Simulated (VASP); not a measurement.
# MoS2: single point with LDA

Crystal: MoS2.

```
Mo S
1.0
     3.17105    0.00000    0.00000
    -1.58553    2.74621    0.00000
     0.00000    0.00000    6.80969
Mo S
1 2
Direct
  0.00000 0.00000 0.00000
  0.33333 0.66667 0.22857
  0.33333 0.66667 0.77143
```

* Program: VASP 6.6.1
* Task: single point
* Functional: LDA
* Potentials or basis: VASP PAW LDA potentials, release 64 (Mo_sv, S)
* Cutoff: 520 eV
* k mesh: 6 × 6 × 2
* Occupations: gaussian, width 0.01 eV
* Spin: no spin polarisation

```
Pressure               : -4.4 GPa
Largest force          : 0.369 eV/Å
Band gap on the k mesh : 1.24 eV, indirect (least direct gap 1.68 eV)
```

Forces in eV/Å, atoms in the order of the input:
```
Mo   0.000  0.000  0.000
S    0.000  0.000 -0.369
S    0.000  0.000  0.369
```

Stress tensor (GPa, compression positive):
```
-5.06  0.00  0.00
 0.00 -5.06  0.00
 0.00  0.00 -3.15
```

Levels at points of the mesh, in eV from the valence-band top:
| k point | band 10 | band 11 | band 12 | band 13 | band 14 | band 15 | band 16 | band 17 |
| --- | --- | --- | --- | --- | --- | --- | --- | --- |
| (0.00, 0.00, 0.00) | -1.92 | -1.92 | -1.53 | -0.82 | 2.40 | 2.40 | 2.62 | 2.62 |
| (0.50, 0.00, 0.00) | -3.60 | -1.95 | -1.39 | -1.22 | 1.85 | 2.28 | 3.73 | 4.02 |
| (0.00, 0.00, 0.50) | -2.84 | -1.93 | -1.93 | 0.00 | 2.35 | 2.35 | 2.69 | 2.69 |
| (0.50, 0.00, 0.50) | -3.62 | -2.61 | -1.33 | -0.88 | 1.86 | 2.43 | 3.15 | 3.88 |

Wall time 13 s on 1 thread of Intel Xeon 6975P-C, with other jobs on the host, peak memory 0.16 GiB.

Caveat: the k points lie up to 0.46 Å⁻¹ apart. A k mesh can miss the band edges.
